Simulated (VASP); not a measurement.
# AlN (P6_3mc) in VASP: single point with HF

Aim: the single point of AlN with HF.

Program: VASP 6.6.1. These are calculated values, not measurements. Logs are shortened: lines on timing, memory, paths and dates and some standing lists are left out, and cuts for length are marked.

**1. The cell of the first run**

Symmetry: P6_3mc, No. 186, hexagonal system. Conventional cell: a = 3.107 Å, b = 3.107 Å, c = 4.979 Å, α = 90.00°, β = 90.00°, γ = 120.00°. Within 2.5 Å of Al (site symmetry 3m) lie 4 N at 1.89 to 1.90 Å. Within 2.5 Å of N (site symmetry 3m) lie 4 Al at 1.89 to 1.90 Å.

**2. Single point, HF**

POSCAR reads:

```
AlN
1.0
    3.1066945332      0.0000000000      0.0000000000
   -1.5533472666      2.6904763876      0.0000000000
    0.0000000000      0.0000000000      4.9785887007
Al N
2 2
Direct
    0.3333333333      0.6666666667     -0.0007956004
    0.6666666667      0.3333333333      0.4992043996
    0.3333333333      0.6666666667      0.3807956004
    0.6666666667      0.3333333333      0.8807956004
```

INCAR.step1 reads:

```
SYSTEM = AlN
PREC = Accurate
ENCUT = 520
EDIFF = 1E-5
ISMEAR = 0
SIGMA = 0.01
LREAL = .False.
LASPH = .True.
NELM = 80
ALGO = Normal
ISIF = 2
LWAVE = .True.
NBANDS = 16
GGA = PE
```

INCAR.step2 reads:

```
SYSTEM = AlN
PREC = Accurate
ENCUT = 520
EDIFF = 1E-6
ISMEAR = 0
SIGMA = 0.01
LREAL = .False.
LASPH = .True.
NELM = 80
ALGO = Normal
ISIF = 2
LWAVE = .False.
LCHARG = .True.
GGA = PE
LHFCALC = .True.
AEXX = 1.0
ALDAC = 0.0
AGGAC = 0.0
PRECFOCK = Normal
LELF = .True.
LVHAR = .True.
NBANDS = 16
ISTART = 1
```

KPOINTS reads:

```
Automatic mesh
0
Gamma
  6 6 4
  0 0 0
```

Potentials or basis: VASP PAW PBE potentials, release 64 (Al, N).

Launch:

```console
$ cat potpaw_PBE.64/Al/POTCAR potpaw_PBE.64/N/POTCAR > POTCAR
$ cp INCAR.step1 INCAR
$ mpirun -np 1 vasp_std > vasp.out
$ cp INCAR.step2 INCAR
$ mpirun -np 1 vasp_std > vasp.out
```

OUTCAR:

```text
SYSTEM = AlN
   PREC = Accurate
   ENCUT = 520
   EDIFF = 1E-6
   ISMEAR = 0
   LREAL = .False.
   LASPH = .True.
   NELM = 80
   ISIF = 2
   GGA = PE
   LHFCALC = .True.
   AEXX = 1.0
   PRECFOCK = Normal
   ISTART = 1

 ion  position               nearest neighbor table
   1  0.333  0.667  0.999-   4 1.89   4 1.89   4 1.89   3 1.90   2 3.07   2 3.07   2 3.07   2 3.07
                             2 3.07   2 3.07
   2  0.667  0.333  0.499-   3 1.89   3 1.89   3 1.89   4 1.90   1 3.07   1 3.07   1 3.07   1 3.07
                             1 3.07   1 3.07
   3  0.333  0.667  0.381-   2 1.89   2 1.89   2 1.89   1 1.90
   4  0.667  0.333  0.881-   1 1.89   1 1.89   1 1.89   2 1.90

  LATTYP: Found a hexagonal cell.
 ALAT       =     3.1066945332
 C/A-ratio  =     1.6025356363

  Lattice vectors:

 A1 = (   3.1066945332,   0.0000000000,   0.0000000000)
 A2 = (  -1.5533472666,   2.6904763876,   0.0000000000)
 A3 = (   0.0000000000,   0.0000000000,   4.9785887007)

Analysis of symmetry for initial positions (statically):
=====================================================================
 Subroutine PRICEL returns:
 Original cell was already a primitive cell.

 Routine SETGRP: Setting up the symmetry group for a
 hexagonal supercell.

 Subroutine GETGRP returns: Found 12 space group operations
 (whereof  6 operations were pure point group operations)
 out of a pool of 24 trial point group operations.

The static configuration has the point symmetry C_3v.
 The point group associated with its full space group is C_6v.

Analysis of symmetry for dynamics (positions and initial velocities):
=====================================================================
 Subroutine PRICEL returns:
 Original cell was already a primitive cell.

 Routine SETGRP: Setting up the symmetry group for a
 hexagonal supercell.

 Subroutine GETGRP returns: Found 12 space group operations
 (whereof  6 operations were pure point group operations)
 out of a pool of 24 trial point group operations.

The dynamic configuration has the point symmetry C_3v.
 The point group associated with its full space group is C_6v.

 Subroutine INISYM returns: Found 12 space group operations
 (whereof  6 operations are pure point group operations),
[... 101 lines left out ...]
   NFREE  =      0    steps in history (QN), initial steepest desc. (CG)
   ISIF   =      2    stress and relaxation
   ISYM   =      3    0-nonsym 1-usesym 2-fastsym
   POTIM  = 0.5000    time-step for ionic-motion
   TEBEG  =    0.0;   TEEND  =   0.0 temperature during run
   PSTRESS=    0.0 pullay stress
   NELECT =      16.0000    total number of electrons
   NUPDOWN=      -1.0000    fix difference up-down
   EMIN   =  10.00;   EMAX   =-10.00  energy-range for DOS
   EFERMI =   0.00;   METHOD = LEGACY
   ISMEAR =     0;   SIGMA  =   0.01  broadening in eV -4-tet -1-fermi 0-gaus
   EFERMI_NEDOS =   21; number of points for ismear=-14 and -15
   IALGO  =     38    algorithm
   IMIX   =      1    mixing-type and parameters
     AMIX     =   0.40;   BMIX     =  1.00
     AMIX_MAG =   1.60;   BMIX_MAG =  1.00
  volume/ion in A,a.u.               =      10.40        70.21
  Fermi-wavevector in a.u.,A,eV,Ry     =   1.190429  2.249585 19.281104  1.417121
  Thomas-Fermi vector in A             =   2.326514
   LORBIT       =      0    0 simple, 1 ext, 2 COOP (PROOUT), +10 PAW based schemes
   GGA     = PE    functional components
   LHFCALC =     T    Hartree Fock is set to
   PRECFOCK=normal    Normal, Fast or Accurate (Low or Medium for compatibility)
   ENCUT4O =  -1.0   cutoff for four orbital integrals eV
   NKREDX  =     1    reduce k-point grid by
   NKREDY  =     1    reduce k-point grid by
   NKREDZ  =     1    reduce k-point grid by
   AEXX    =    1.0000 exact exchange contribution
   HFSCREEN=    0.0000 screening length (either q_TF or 0.3 A-1)
   HFSCREENC=   0.0000 screening length for correlation (either q_TF or 0.3 A-1)
   ENCUTFOCK=  -1.0 apply spherical cutoff to Coloumb kernel
   IVDW    =     0    specifies the selected vdW correction
   LEPSILON=     F    determine dielectric tensor
   LRPA    =     F    only Hartree local field effects (RPA)
 non-spin polarized calculation
 Gauss-broadening in eV      SIGMA  =   0.01
  energy-cutoff  :      520.00
  volume of cell :       41.61
 maximum number of plane-waves:      1152
 NGX is ok and might be reduce to    24
  NGX = 18; NGY = 18; NGZ = 28

 number of electron      15.9999996 magnetization

 Free energy of the ion-electron system (eV)
  ---------------------------------------------------
  ext. energy  EPLUGINS =         0.00000000
  ---------------------------------------------------
  free energy    TOTEN  =       -54.81307629 eV

  energy without entropy =      -54.81307629  energy(sigma->0) =      -54.81307629

 E-fermi :   2.1457     XC(G=0):   0.0000

 val. band max:        2.0907426079   @ k =   0.0000   0.0000   0.0000
 cond. band min:      14.4613404981   @ k =   0.0000   0.0000   0.0000
 fundamental gap:     12.3705978902
 Fermi energy:         2.1457422150

 k-point     1 :       0.0000    0.0000    0.0000
  band No.  band energies     occupation
      1     -19.2424      2.00000
      2     -16.4497      2.00000
      3      -5.9957      2.00000
      4       0.9466      2.00000
      5       0.9466      2.00000
      6       1.8437      2.00000
[... 376 lines left out ...]
      3      -4.8652      2.00000
      4      -4.8652      2.00000
      5      -2.7442      2.00000
      6      -2.7442      2.00000
[... 8 lines left out ...]
     15      26.3987      0.00000
     16      26.3987      0.00000

------------------------ aborting loop because EDIFF is reached ----------------------------------------

  FORCE on cell =-STRESS in cart. coord.  units (eV):
  Direction    XX          YY          ZZ          XY          YZ          ZX
  --------------------------------------------------------------------------------------
  -------------------------------------------------------------------------------------
  Total       -0.5711004     -0.5711004     -0.2338642      0.0000000      0.0000000     -0.0000000
  in kB      -21.9881697    -21.9881697     -9.0041003      0.0000000      0.0000000     -0.0000000
  external PRESSURE =     -17.6601466 kB  Pullay stress =       0.0000000 kB

 VOLUME and BASIS-vectors are now :
 -----------------------------------------------------------------------------
  energy-cutoff  :      520.00
  volume of cell :       41.61
      direct lattice vectors                 reciprocal lattice vectors
     3.106694533  0.000000000  0.000000000     0.321885525  0.185840694  0.000000000
    -1.553347267  2.690476388  0.000000000     0.000000000  0.371681389  0.000000000
     0.000000000  0.000000000  4.978588701     0.000000000  0.000000000  0.200860135

 POSITION                                       TOTAL-FORCE (eV/Angst)
 -----------------------------------------------------------------------------------
     -0.00000      1.79365      4.97463         0.000000      0.000000      0.042068
      1.55335      0.89683      2.48533         0.000000     -0.000000      0.042068
     -0.00000      1.79365      1.89582         0.000000     -0.000000     -0.042068
      1.55335      0.89683      4.38512        -0.000000     -0.000000     -0.042068
 -----------------------------------------------------------------------------------
    total drift:                               -0.000002      0.000000     -0.000321

  FREE ENERGIE OF THE ION-ELECTRON SYSTEM (eV)
  ---------------------------------------------------
  free  energy   TOTEN  =       -54.8130762854 eV

  energy  without entropy=      -54.8130762854  energy(sigma->0) =      -54.81307629
```

It took 53 min on 1 thread of AMD EPYC 7R13, shared host; peak memory 0.18 GiB.

Results:

```yaml
Free_energy: -54.8131 eV
Pressure: -1.8 GPa
Largest_force: 0.042 eV/Å
Band_gap_on_the_k_mesh: 12.37 eV
```

Forces in eV/Å, atoms in the order of the input:
```
Al   0.000  0.000  0.042
Al   0.000  0.000  0.042
N    0.000  0.000 -0.042
N    0.000  0.000 -0.042
```

Stress tensor (GPa, compression positive):
```
-2.20  0.00  0.00
 0.00 -2.20  0.00
 0.00  0.00 -0.90
```

Caveat: the PAW data sets were made with another functional, which shifts forces and pressure a little.
